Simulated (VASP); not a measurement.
Wanted: the native input for a VASP 6.6.1 run.

| Quantity | Value |
| --- | --- |
| Task | electric field gradients |
| Functional | LDA |
| Potentials or basis | VASP PAW LDA potentials, release 64 (Zr_sv, B) |
| Cutoff | 520 eV |
| k mesh | 12 × 12 × 9 |
| Occupations | fermi-dirac, width 0.05 eV |
| Spin | no spin polarisation |
| Dipole correction | no |
| Further INCAR settings | ALGO = Normal; EDIFF = 1e-08; NBANDS = 16 |

The structure of ZrB2 lies in POSCAR:

```
ZrB2
1.0
    3.1003898632      0.0000000000      0.0000000000
   -1.5501949316      2.6850163832      0.0000000000
    0.0000000000      0.0000000000      3.4481431027
Zr B
1 2
Direct
    0.0000000000      0.0000000000      0.0000000000
    0.3333333333      0.6666666667      0.5000000000
    0.6666666667      0.3333333333      0.5000000000
```

This cell differs from its parent crystal: volume scaled by 0.94.

One way to write it, as run:

INCAR

```
ALGO     = Normal         # electronic algorithm
EDIFF    = 1E-8           # SCF threshold, eV
ENCUT    = 520            # plane-wave cutoff, eV
GGA      = CA             # functional
ISIF     = 2              # what is computed and relaxed
ISMEAR   = -1             # smearing method
LASPH    = True           # aspherical terms in the spheres
LCHARG   = False          # write CHGCAR
LEFG     = True         
LREAL    = False          # projectors in reciprocal space
LWAVE    = False          # write WAVECAR
NBANDS   = 16             # bands
NELM     = 100            # most SCF steps
PREC     = Accurate       # precision mode
SIGMA    = 0.05           # smearing width, eV
```

KPOINTS

```
k-points
0
Gamma
  12 12 9
```

Potentials or basis: VASP PAW LDA potentials, release 64 (Zr_sv, B).

Launch:

```bash
$ cat potpaw_LDA.64/Zr_sv/POTCAR potpaw_LDA.64/B/POTCAR > POTCAR
$ mpirun -np 1 vasp_std > vasp.out
```

Results of the run:

```yaml
Pressure: 9.6 GPa
Band_gap_on_the_k_mesh: zero (band 9 reaches 12.04 eV, above the bottom of band 10 at 10.69 eV)
```

Caveat: without QUAD_EFG the Cq values of the log hold for a quadrupole moment of 1 mb, not for the nuclei.

It took 22 s on 1 thread of Intel(R) Xeon(R) 6975P-C (Granite Rapids), on a shared host, peak memory 0.16 GiB.
